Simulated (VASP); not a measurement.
Write the native input for VASP 6.6.1 that does the following.

| Property | Result |
| --- | --- |
| Task | single point |
| Functional | PBE |
| Potentials or basis | VASP PAW PBE potentials, release 64 (Cu) |
| Cutoff | 520 eV |
| k mesh | 28 × 28 × 28 |
| Occupations | gaussian, width 0.15 eV |
| Spin | no spin polarisation |
| Dipole correction | no |
| Further INCAR settings | ALGO = Fast; EDIFF = 1e-07; NBANDS = 12 |

The structure of Cu lies in POSCAR:

```
Cu
1.0
    0.0000000000      1.7695022750      1.9056178346
    1.7695022750      0.0000000000      1.9056178346
    1.7695022750      1.7695022750      0.0000000000
Cu
1
Direct
    0.0000000000      0.0000000000      0.0000000000
```

This cell differs from its parent crystal: strain -0.025 along x and y, +0.050 along z.

One way to write it, as run:

INCAR

```
SYSTEM = Cu
PREC = Accurate ; ENCUT = 520
EDIFF = 1E-7 ; ISMEAR = 0
SIGMA = 0.15 ; LREAL = .False.
LASPH = .True. ; NELM = 100
ALGO = Fast ; ISIF = 2
LWAVE = .False. ; LCHARG = .False.
GGA = PE ; NBANDS = 12
```

KPOINTS

```
regular mesh
0
Gamma
  28 28 28
  0 0 0
```

Potentials or basis: VASP PAW PBE potentials, release 64 (Cu).

Run with:

```sh
$ cat potpaw_PBE.64/Cu/POTCAR > POTCAR
$ mpirun -np 1 vasp_std > vasp.out
```

Results of the run:

The pressure is 1.1 GPa. The band gap on the k mesh is zero (an odd number of electrons rules out a gap without spin polarisation).

Caveat: the cell differs from its parent crystal (strain -0.025 along x and y, +0.050 along z).

It took 3.7 min on 1 thread of Intel(R) Xeon(R) Platinum 8259CL CPU @ 2.50GHz (Skylake/Cascade Lake) (shared host), peak memory 0.33 GiB.
